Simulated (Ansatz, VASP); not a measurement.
CaB2: VASP beside Ansatz

The input INCAR:

```
SYSTEM = CaB2
PREC     = Accurate       ! precision mode
ENCUT    = 520            ! plane-wave cutoff, eV
EDIFF    = 1E-6           ! SCF threshold, eV
ISMEAR   = 0              ! smearing method
SIGMA    = 0.1            ! smearing width, eV
LREAL    = .False.        ! projectors in reciprocal space
LASPH    = .True.         ! aspherical terms in the spheres
NELM     = 60             ! most SCF steps
ALGO     = Normal         ! electronic algorithm
ISIF     = 2              ! what is computed and relaxed
LWAVE    = .False.        ! write WAVECAR
LCHARG   = .True.         ! write CHGCAR
GGA      = PS             ! functional
LELF     = .True.         ! ELF
LVHAR    = .True.       
NBANDS   = 15             ! bands
```

KPOINTS

```
regular mesh
0
Gamma
  15 15 10
  0 0 0
```

File POSCAR:

```
CaB2
1.0
    3.2264302843      0.0000000000      0.0000000000
   -1.6132151421      2.7941705897      0.0000000000
    0.0000000000      0.0000000000      4.0673920000
Ca B
1 2
Direct
    0.0697365138      0.0000000000      0.0000000000
    0.3333333300      0.6666666700      0.5000000000
    0.6666666700      0.3333333300      0.5000000000
```

Input for Ansatz:

```yaml
crystal:
  lattice:
    - [3.2264302843, 0.0, 0.0]
    - [-1.6132151421, 2.7941705897, 0.0]
    - [0.0, 0.0, 4.067392]
  atoms:
    - { symbol: Ca, position: [0.0697365138, 0.0, 0.0] }
    - { symbol: B, position: [0.33333333, 0.66666667, 0.5] }
    - { symbol: B, position: [0.66666667, 0.33333333, 0.5] }
basis:
  ecutwfc: 420
kpoints:
  mp_grid: { grid: [15, 15, 10] }
hamiltonian:
  xc: pbesol
scf:
  occupations: { method: gaussian, width: 0.1 }
output:
  forces: true
  stress: true
  eigenvalues: true
```

Change from the starting cell: one atom moved.

Alike in both runs: task single point; functional PBEsol; k mesh 15 × 15 × 10; occupations gaussian, width 0.1 eV; no spin polarisation.

|  | VASP | Ansatz |
| --- | --- | --- |
| version | VASP 6.6.1 | Ansatz 0.2.0 |
| potentials or method | VASP PAW PBE potentials, release 64 (Ca_sv, B), cutoff 520 eV | scalar-relativistic, plane waves, PAW |
| valence electrons in the cell | 16 | 16 |

```csv
,VASP,Ansatz,Ansatz less VASP
gap on the k mesh at the Fermi level (eV),none,none,-
pressure (GPa),-2.2,-2.6,-0.36
"traceless stress, the component that is largest in VASP (GPa)",2.29,2.17,-0.118
rms of the force components (eV/Å),0.365,0.362,-0.0024
```

VASP's potentials were made for PBE, not for PBEsol. Atom by atom the forces differ by 0.002 eV/Å (rms over components). A gap of «none» marks a metal or a gap that the smearing closes.
